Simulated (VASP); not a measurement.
# Sb2Te4Au (I-4) in VASP: single point with HSE06

Aim: the single point of Sb2Te4Au with HSE06.

Program: VASP 6.6.1. These are calculated values, not measurements. Logs are shortened: lines on timing, memory, paths and dates and some standing lists are left out, and cuts for length are marked.

### Step 1. The cell of the first run

It takes space group I-4 (No. 82, tetragonal). The conventional cell has a = 6.341 Å, b = 6.341 Å, c = 12.291 Å, α = 90.00°, β = 90.00°, γ = 90.00°. Within 3.8 Å of Au (site symmetry -4) lie 4 Te at 2.90 Å. Sb (site symmetry -4) has 4 Te at 2.69 Å within 3.5 Å. Within 3.5 Å of Sb (site symmetry -4) lie 4 Te at 2.68 Å. Within 3.5 Å of Te (site symmetry 1) lie 2 Sb at 2.68 to 2.69 Å and 1 Au at 2.90 Å.

### Step 2. Single point, HSE06

POSCAR

```
Sb2Te4Au
1.0
    0.0000000000      6.3409920000      0.0000000000
    6.3409920000      0.0000000000      0.0000000000
    3.1704960000      3.1704960000     -6.1453400000
Au Sb Te
1 2 4
Direct
    0.0000000000      0.0000000000      0.0000000000
    0.7500000000      0.2500000000      0.5000000000
    0.5000000000      0.5000000000      0.0000000000
    0.3950000000      0.4050000000      0.7300000000
    0.5950000000      0.1250000000      0.2700000000
    0.8750000000      0.8650000000      0.7300000000
    0.1350000000      0.6050000000      0.2700000000
```

INCAR.step1

```
PREC = Accurate ; ENCUT = 520
EDIFF = 1E-5 ; ISMEAR = -1
SIGMA = 0.1 ; LREAL = F
LASPH = T ; NELM = 60
ALGO = Normal ; ISIF = 2
LWAVE = T ; NBANDS = 32
GGA = PE
```

INCAR.step2

```
PREC = Accurate ; ENCUT = 520
EDIFF = 1E-7 ; ISMEAR = -1
SIGMA = 0.1 ; LREAL = F
LASPH = T ; NELM = 60
ALGO = Normal ; ISIF = 2
LWAVE = F ; LCHARG = T
GGA = PE ; LHFCALC = T
HFSCREEN = 0.2079 ; PRECFOCK = Fast
LELF = T ; LVHAR = T
NBANDS = 32 ; ISTART = 1
```

KPOINTS

```
Automatic mesh
0
Gamma
  2 2 2
```

Potentials or basis: VASP PAW PBE potentials, release 64 (Au, Sb, Te).

On the command line:

```bash
$ cat potpaw_PBE.64/Au/POTCAR potpaw_PBE.64/Sb/POTCAR potpaw_PBE.64/Te/POTCAR > POTCAR
$ cp INCAR.step1 INCAR
$ mpirun -np 1 vasp_std > vasp.out
$ cp INCAR.step2 INCAR
$ mpirun -np 1 vasp_std > vasp.out
```

OUTCAR:

```text
PREC = Accurate
   ENCUT = 520
   EDIFF = 1E-7
   ISMEAR = -1
   LREAL = F
   LASPH = T
   NELM = 60
   ISIF = 2
   GGA = PE
   LHFCALC = T
   HFSCREEN = 0.2079
   PRECFOCK = Fast
   ISTART = 1

 ion  position               nearest neighbor table
   1  0.000  0.000  0.000-   4 2.90   5 2.90   6 2.90   7 2.90
   2  0.750  0.250  0.500-   4 2.69   5 2.69   6 2.69   7 2.69
   3  0.500  0.500  0.000-   4 2.68   5 2.68   6 2.68   7 2.68
   4  0.395  0.405  0.730-   3 2.68   2 2.69   1 2.90
   5  0.595  0.125  0.270-   3 2.68   2 2.69   1 2.90
   6  0.875  0.865  0.730-   3 2.68   2 2.69   1 2.90
   7  0.135  0.605  0.270-   3 2.68   2 2.69   1 2.90

  LATTYP: Found a body centered tetragonal cell.
 ALAT       =     6.3409920000
 C/A-ratio  =     1.9382897818

  Lattice vectors:

 A1 = (  -3.1704960000,   3.1704960000,   6.1453400000)
 A2 = (   3.1704960000,  -3.1704960000,   6.1453400000)
 A3 = (   3.1704960000,   3.1704960000,  -6.1453400000)

Analysis of symmetry for initial positions (statically):
=====================================================================
 Subroutine PRICEL returns:
 Original cell was already a primitive cell.

 Routine SETGRP: Setting up the symmetry group for a
 body centered tetragonal supercell.

 Subroutine GETGRP returns: Found  4 space group operations
 (whereof  4 operations were pure point group operations)
 out of a pool of 16 trial point group operations.

The static configuration has the point symmetry S_4 .

Analysis of symmetry for dynamics (positions and initial velocities):
=====================================================================
 Subroutine PRICEL returns:
 Original cell was already a primitive cell.

 Routine SETGRP: Setting up the symmetry group for a
 body centered tetragonal supercell.

 Subroutine GETGRP returns: Found  4 space group operations
 (whereof  4 operations were pure point group operations)
 out of a pool of 16 trial point group operations.

The dynamic configuration has the point symmetry S_4 .

 Subroutine INISYM returns: Found  4 space group operations
 (whereof  4 operations are pure point group operations),
 and found     1 'primitive' translations

----------------------------------------------------------------------------------------

                                     Primitive cell

  volume of cell :     247.0929

  direct lattice vectors                    reciprocal lattice vectors
     0.000000000  6.340992000  0.000000000     0.000000000  0.157704031  0.081362463
     6.340992000  0.000000000  0.000000000     0.157704031  0.000000000  0.081362463
     3.170496000  3.170496000 -6.145340000     0.000000000  0.000000000 -0.162724927

  length of vectors
     6.340992000  6.340992000  7.607186963     0.177455380  0.177455380  0.162724927

  position of ions in fractional coordinates (direct lattice)
     0.000000000  0.000000000  0.000000000
     0.750000000  0.250000000  0.500000000
     0.500000000  0.500000000  0.000000000
     0.395000000  0.405000000  0.730000000
     0.595000000  0.125000000  0.270000000
     0.875000000  0.865000000  0.730000000
     0.135000000  0.605000000  0.270000000

  ion indices of the primitive-cell ions
   primitive index   ion index
                 1           1
                 2           2
                 3           3
                 4           4
                 5           5
                 6           6
                 7           7

----------------------------------------------------------------------------------------

 KPOINTS: Automatic mesh

Automatic generation of k-mesh.
 Grid dimensions read from file:
 generate k-points for:    2    2    2

 Generating k-lattice:

  Cartesian coordinates                     Fractional coordinates (reciprocal lattice)
     0.000000000  0.078852016  0.040681232     0.500000000  0.000000000  0.000000000
     0.078852016  0.000000000  0.040681232     0.000000000  0.500000000  0.000000000
     0.000000000  0.000000000 -0.081362463     0.000000000  0.000000000  0.500000000

  Length of vectors
     0.088727690  0.088727690  0.081362463

  Shift w.r.t. Gamma in fractional coordinates (k-lattice)
     0.000000000  0.000000000  0.000000000

 Subroutine IBZKPT returns following result:
 ===========================================

 Found      4 irreducible k-points:

 Following reciprocal coordinates:
            Coordinates               Weight
  0.000000  0.000000  0.000000      1.000000
  0.500000  0.000000 -0.000000      4.000000
  0.500000  0.500000 -0.000000      2.000000
  0.000000  0.000000  0.500000      1.000000
   k-points           NKPTS =      4   k-points in BZ     NKDIM =      8   number of bands    NBANDS=     32
   number of dos      NEDOS =    301   number of ions     NIONS =      7
   total plane-waves  NPLWV = 138240
   dimension x,y,z NGX =    48 NGY =   48 NGZ =   60
   dimension x,y,z NGXF=    96 NGYF=   96 NGZF=  120
   ions per type =               1   2   4
   NGX,Y,Z   is equivalent  to a cutoff of  12.58, 12.58, 13.11 a.u.
   NGXF,Y,Z  is equivalent  to a cutoff of  25.17, 25.17, 26.22 a.u.
 SYSTEM =  unknown system
   PREC   = accura    normal or accurate (medium, high low for compatibility)
   ISTART =      1    job   : 0-new  1-cont  2-samecut
   ICHARG =      0    charge: 1-file 2-atom 10-const
   ISPIN  =      1    spin polarized calculation?
   LNONCOLLINEAR =      F non collinear calculations
   LSORBIT =      F    spin-orbit coupling
   LASPH  =      T    aspherical Exc in radial PAW
   ENCUT  =  520.0 eV  38.22 Ry    6.18 a.u.  11.79 11.79 14.14*2*pi/ulx,y,z
   NELM   =     60;   NELMIN=  2; NELMDL=  0     # of ELM steps
   EDIFF  = 0.1E-06   stopping-criterion for ELM
   LREAL  =      F    real-space projection
   EDIFFG = 0.1E-05   stopping-criterion for IOM
   NSW    =      0    number of steps for IOM
   IBRION =     -1    ionic relax: 0-MD 1-quasi-New 2-CG
   NFREE  =      0    steps in history (QN), initial steepest desc. (CG)
   ISIF   =      2    stress and relaxation
   ISYM   =      3    0-nonsym 1-usesym 2-fastsym
   POTIM  = 0.5000    time-step for ionic-motion
   TEBEG  =    0.0;   TEEND  =   0.0 temperature during run
   PSTRESS=    0.0 pullay stress
   NELECT =      45.0000    total number of electrons
   NUPDOWN=      -1.0000    fix difference up-down
   EMIN   =  10.00;   EMAX   =-10.00  energy-range for DOS
   EFERMI =   0.00;   METHOD = LEGACY
   ISMEAR =    -1;   SIGMA  =   0.10  broadening in eV -4-tet -1-fermi 0-gaus
   EFERMI_NEDOS =   21; number of points for ismear=-14 and -15
   IALGO  =     38    algorithm
   IMIX   =      1    mixing-type and parameters
     AMIX     =   0.40;   BMIX     =  1.00
     AMIX_MAG =   1.60;   BMIX_MAG =  1.00
  volume/ion in A,a.u.               =      35.30       238.21
  Fermi-wavevector in a.u.,A,eV,Ry     =   0.927952  1.753575 11.715910  0.861095
  Thomas-Fermi vector in A             =   2.054077
   LORBIT       =      0    0 simple, 1 ext, 2 COOP (PROOUT), +10 PAW based schemes
   GGA     = PE    functional components
   LHFCALC =     T    Hartree Fock is set to
   PRECFOCK=fast      Normal, Fast or Accurate (Low or Medium for compatibility)
   ENCUT4O =  -1.0   cutoff for four orbital integrals eV
   NKREDX  =     1    reduce k-point grid by
   NKREDY  =     1    reduce k-point grid by
   NKREDZ  =     1    reduce k-point grid by
   AEXX    =    0.2500 exact exchange contribution
   HFSCREEN=    0.2079 screening length (either q_TF or 0.3 A-1)
   HFSCREENC=   0.2079 screening length for correlation (either q_TF or 0.3 A-1)
   ENCUTFOCK=  -1.0 apply spherical cutoff to Coloumb kernel
   IVDW    =     0    specifies the selected vdW correction
   LEPSILON=     F    determine dielectric tensor
   LRPA    =     F    only Hartree local field effects (RPA)
 non-spin polarized calculation
  energy-cutoff  :      520.00
  volume of cell :      247.09
 maximum number of plane-waves:      6678
 NGX is ok and might be reduce to    48
  NGX = 28; NGY = 28; NGZ = 32

 number of electron      44.9999997 magnetization

 Free energy of the ion-electron system (eV)
  ---------------------------------------------------
  ext. energy  EPLUGINS =         0.00000000
  ---------------------------------------------------
  free energy    TOTEN  =       -27.03345620 eV

  energy without entropy =      -26.93924842  energy(sigma->0) =      -26.98635231

 E-fermi :   5.3157     XC(G=0):  -7.2055

 val. band max:        5.0565361614   @ k =   0.5000   0.0000  -0.0000
 cond. band min:       5.3941764177   @ k =   0.5000   0.0000  -0.0000
 fundamental gap:      0.3376402564
 Fermi energy:         5.3157405920

 k-point     1 :       0.0000    0.0000    0.0000
  band No.  band energies     occupation
      1     -10.2584      2.00000
      2      -7.8308      2.00000
      3      -7.8308      2.00000
      4      -7.8265      2.00000
      5      -7.0852      2.00000
      6      -3.5386      2.00000
      7      -0.9733      2.00000
      8      -0.9733      2.00000
      9      -0.8183      2.00000
     10      -0.4352      2.00000
     11       0.0748      2.00000
     12       0.0748      2.00000
     13       0.1772      2.00000
     14       0.5312      2.00000
     15       0.7483      2.00000
     16       1.2977      2.00000
     17       1.7813      2.00000
     18       1.7813      2.00000
     19       3.4375      2.00000
     20       3.6251      2.00000
     21       3.6251      2.00000
     22       4.0597      1.99999
     23       5.6826      0.04977
     24       6.1769      0.00036
     25       6.2998      0.00011
     26       6.2998      0.00011
     27       7.0052      0.00000
     28       7.4701      0.00000
     29       8.8770      0.00000
     30       8.8770      0.00000
     31       9.8273      0.00000
     32       9.8957      0.00000

 k-point     2 :       0.5000    0.0000   -0.0000
  band No.  band energies     occupation
      1      -9.8229      2.00000
      2      -8.9618      2.00000
      3      -7.9723      2.00000
      4      -7.8970      2.00000
      5      -5.8012      2.00000
      6      -4.0546      2.00000
      7      -1.2291      2.00000
      8      -0.7191      2.00000
      9      -0.4356      2.00000
     10      -0.1248      2.00000
     11      -0.0232      2.00000
     12       0.1927      2.00000
     13       0.3670      2.00000
     14       0.7232      2.00000
     15       0.7840      2.00000
     16       1.0540      2.00000
     17       1.3002      2.00000
     18       1.8947      2.00000
     19       2.4287      2.00000
     20       2.7591      2.00000
     21       3.2972      2.00000
     22       5.0565      1.86070
     23       5.3942      0.62676
     24       6.0718      0.00104
     25       7.2882      0.00000
     26       7.5741      0.00000
     27       7.7015      0.00000
     28       8.1260      0.00000
     29       8.5101      0.00000
     30       8.8501      0.00000
     31       9.7753      0.00000
     32      10.3557      0.00000

 k-point     3 :       0.5000    0.5000   -0.0000
  band No.  band energies     occupation
      1      -9.4293      2.00000
      2      -9.3452      2.00000
      3      -8.0842      2.00000
      4      -7.9348      2.00000
      5      -5.0145      2.00000
      6      -4.9841      2.00000
      7      -1.3232      2.00000
      8      -0.7820      2.00000
      9      -0.5274      2.00000
     10      -0.2045      2.00000
     11      -0.0942      2.00000
     12       0.2850      2.00000
     13       0.4374      2.00000
     14       0.4468      2.00000
     15       0.6951      2.00000
     16       1.4930      2.00000
     17       1.7262      2.00000
     18       2.5455      2.00000
     19       3.0633      2.00000
     20       3.1092      2.00000
     21       3.4275      2.00000
     22       4.5147      1.99934
     23       4.5254      1.99926
     24       6.4982      0.00001
     25       6.7336      0.00000
     26       7.3693      0.00000
     27       7.5930      0.00000
     28       7.9903      0.00000
     29       8.0598      0.00000
     30       8.7408      0.00000
     31      10.0620      0.00000
     32      10.2187      0.00000

 k-point     4 :       0.0000    0.0000    0.5000
  band No.  band energies     occupation
      1      -9.5410      2.00000
      2      -9.4917      2.00000
      3      -7.8482      2.00000
      4      -7.8482      2.00000
      5      -5.0310      2.00000
      6      -4.8559      2.00000
      7      -0.6401      2.00000
      8      -0.6401      2.00000
      9      -0.3670      2.00000
     10      -0.0381      2.00000
     11      -0.0206      2.00000
     12      -0.0206      2.00000
     13       0.1796      2.00000
     14       0.5334      2.00000
     15       0.7953      2.00000
     16       0.8625      2.00000
     17       1.7786      2.00000
     18       1.7786      2.00000
     19       2.6830      2.00000
     20       3.2217      2.00000
     21       3.2217      2.00000
     22       4.7810      1.99052
     23       4.7888      1.98976
     24       5.8548      0.00907
     25       5.8548      0.00907
     26       6.7255      0.00000
     27       6.9869      0.00000
     28       7.3410      0.00000
     29       9.2830      0.00000
     30       9.3767      0.00000
     31       9.3767      0.00000
     32      10.5130      0.00000

------------------------ aborting loop because EDIFF is reached ----------------------------------------

  FORCE on cell =-STRESS in cart. coord.  units (eV):
  Direction    XX          YY          ZZ          XY          YZ          ZX
  --------------------------------------------------------------------------------------
  -------------------------------------------------------------------------------------
  Total        9.9628774      9.9628774     12.6670752      0.0000042      0.0000000      0.0000000
  in kB       64.6003753     64.6003753     82.1346869      0.0000270      0.0000000      0.0000000
  external PRESSURE =      70.4451458 kB  Pullay stress =       0.0000000 kB

 VOLUME and BASIS-vectors are now :
 -----------------------------------------------------------------------------
  energy-cutoff  :      520.00
  volume of cell :      247.09
      direct lattice vectors                 reciprocal lattice vectors
     0.000000000  6.340992000  0.000000000     0.000000000  0.157704031  0.081362463
     6.340992000  0.000000000  0.000000000     0.157704031  0.000000000  0.081362463
     3.170496000  3.170496000 -6.145340000     0.000000000  0.000000000 -0.162724927

 POSITION                                       TOTAL-FORCE (eV/Angst)
 -----------------------------------------------------------------------------------
      0.00000      0.00000      0.00000        -0.000000      0.000000      0.000000
      3.17050      6.34099     -3.07267        -0.000000      0.000000      0.000000
      3.17050      3.17050      0.00000        -0.000000      0.000000      0.000000
      4.88256      4.81915     -4.48610        -0.239452     -2.109309      0.175267
      1.64866      4.62892     -1.65924        -2.109309      0.239452     -0.175267
      7.79942      7.86283     -4.48610         0.239452      2.109309      0.175267
      4.69233      1.71207     -1.65924         2.109309     -0.239452     -0.175267
 -----------------------------------------------------------------------------------
    total drift:                               -0.000003      0.000007      0.000001

  FREE ENERGIE OF THE ION-ELECTRON SYSTEM (eV)
  ---------------------------------------------------
  free  energy   TOTEN  =       -27.0334561955 eV

  energy  without entropy=      -26.9392484154  energy(sigma->0) =      -26.98635231
```

Run time: 7.8 min. Hardware: 1 thread of Intel Xeon 6975P-C (Granite Rapids), shared host; peak memory 0.51 GiB.

Results:

```
Free energy            : -27.0335 eV
Pressure               : 7.0 GPa
Largest force          : 2.130 eV/Å
Band gap on the k mesh : zero (an odd number of electrons rules out a gap without spin polarisation)
```

Forces in eV/Å, atoms in the order of the input:
```
Au   0.000  0.000  0.000
Sb   0.000  0.000  0.000
Sb   0.000  0.000  0.000
Te  -0.239 -2.109  0.175
Te  -2.109  0.239 -0.175
Te   0.239  2.109  0.175
Te   2.109 -0.239 -0.175
```

Levels at points of the mesh, in eV from the Fermi level:
```
           k point  band 18  band 19  band 20  band 21  band 22  band 23  band 24  band 25  band 26  band 27
(0.00, 0.00, 0.00)    -3.53    -1.88    -1.69    -1.69    -1.26     0.37     0.86     0.98     0.98     1.69
(0.50, 0.00, 0.00)    -3.42    -2.89    -2.56    -2.02    -0.26     0.08     0.76     1.97     2.26     2.39
(0.50, 0.50, 0.00)    -2.77    -2.25    -2.21    -1.89    -0.80    -0.79     1.18     1.42     2.05     2.28
(0.00, 0.00, 0.50)    -3.54    -2.63    -2.09    -2.09    -0.53    -0.53     0.54     0.54     1.41     1.67
```

Caveat: the k points lie up to 0.56 Å⁻¹ apart, too coarse for converged energies and pressures of a metal; the PAW data sets were made with another functional, which shifts forces and pressure a little; spin-orbit coupling is left out, which moves the levels of the heavy elements.

The gap in the log of VASP goes by the Fermi energy; the results here count the filled bands.